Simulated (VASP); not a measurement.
InP: single point with PBEsol-based global hybrid with 25 % exact exchange

The system is InP.

```
In P
1.0
     0.00000    2.71542    2.71542
     2.71542    0.00000    2.71542
     2.71542    2.71542    0.00000
In P
1 1
Cartesian
  0.0000 0.0000 0.0000
  2.7154 2.7154 2.7154
```

- Program: VASP 6.6.1
- Task: single point
- Functional: PBEsol-based global hybrid with 25 % exact exchange
- Potentials or basis: VASP PAW PBE potentials, release 64 (In_d, P)
- Cutoff: 520 eV
- k mesh: 4 × 4 × 4
- Occupations: fermi-dirac, width 0.05 eV
- Spin: no spin polarisation

The pressure is -0.1 GPa. The band gap on the k mesh is zero (bands 9 and 10 overlap by 3.03 eV).

Levels at points of the mesh, in eV from the Fermi level:
```
           k point  band 6  band 7  band 8  band 9  band 10  band 11  band 12  band 13
(0.00, 0.00, 0.00)  -14.61   -1.06   -1.05   -1.05     1.74     7.92     7.93     7.93
(0.50, 0.00, 0.00)  -12.04   -8.52   -0.49    0.05     3.14     3.97     3.99     6.74
(0.50, 0.50, 0.00)  -10.64   -6.69   -3.54   -3.53    -2.98     4.27    11.66    11.67
```

Run time: 6.1 min on 1 thread of Intel(R) Xeon(R) 6975P-C (Granite Rapids), with other jobs on the host, peak memory 0.16 GiB.

Caveat: the k points lie up to 0.50 Å⁻¹ apart, too coarse for converged energies and pressures of a metal; the PAW data sets were made with another functional, which shifts forces and pressure a little; spin-orbit coupling is left out, which moves the levels of the heavy elements.
